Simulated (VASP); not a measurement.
Here is a VASP 6.6.1 calculation.

Contents of INCAR:

```
PREC = Accurate
ENCUT = 600
EDIFF = 1E-7
ISMEAR = -1
SIGMA = 0.05
LREAL = False
LASPH = True
NELM = 100
ALGO = Normal
ISIF = 3
LWAVE = False
LCHARG = False
GGA = CA
IBRION = 2
NSW = 80
EDIFFG = -0.02
PSTRESS = 300.0
```

KPOINTS

```
regular mesh
0
Gamma
  6 6 6
```

Contents of POSCAR:

```
SnTe
1.0
    0.0000000000      3.6111460000      3.6111460000
    3.6111460000      0.0000000000      3.6111460000
    3.6111460000      3.6111460000      0.0000000000
Sn Te
1 1
Direct
    0.0000000000      0.0000000000      0.0000000000
    0.7500000000      0.7500000000      0.7500000000
```

Potentials or basis: VASP PAW LDA potentials, release 64 (Sn_d, Te).

Command:

```bash
$ cat potpaw_LDA.64/Sn_d/POTCAR potpaw_LDA.64/Te/POTCAR > POTCAR
$ mpirun -np 1 vasp_std > vasp.out
```

Question: Estimate the relaxed cell.

Answer: a = 4.276 Å, b = 4.276 Å, c = 4.276 Å, α = 60.00°, β = 60.00°, γ = 60.00°.

Question: Estimate the band gap on the k mesh.

Answer: Zero (band 10 reaches 9.06 eV, above the bottom of band 11 at 7.56 eV).

Question: Estimate the relaxed volume.

Answer: 27.64 Å³/atom.

Question: Estimate the space group after relaxing (to 0.05 Å).

Answer: F-43m (No. 216).

Final structure:
```
Sn Te
1.0
     0.00000    3.02364    3.02364
     3.02364    0.00000    3.02364
     3.02364    3.02364    0.00000
Sn Te
1 1
Cartesian
  0.0000 0.0000 0.0000
  4.5355 4.5355 4.5355
```

Caveat: the cell is relaxed towards a set pressure, so the enthalpy falls and the energy may rise; the volume moved by over 15 % at a fixed basis, so the end points are rough; spin-orbit coupling is left out, which moves the levels of the heavy elements.
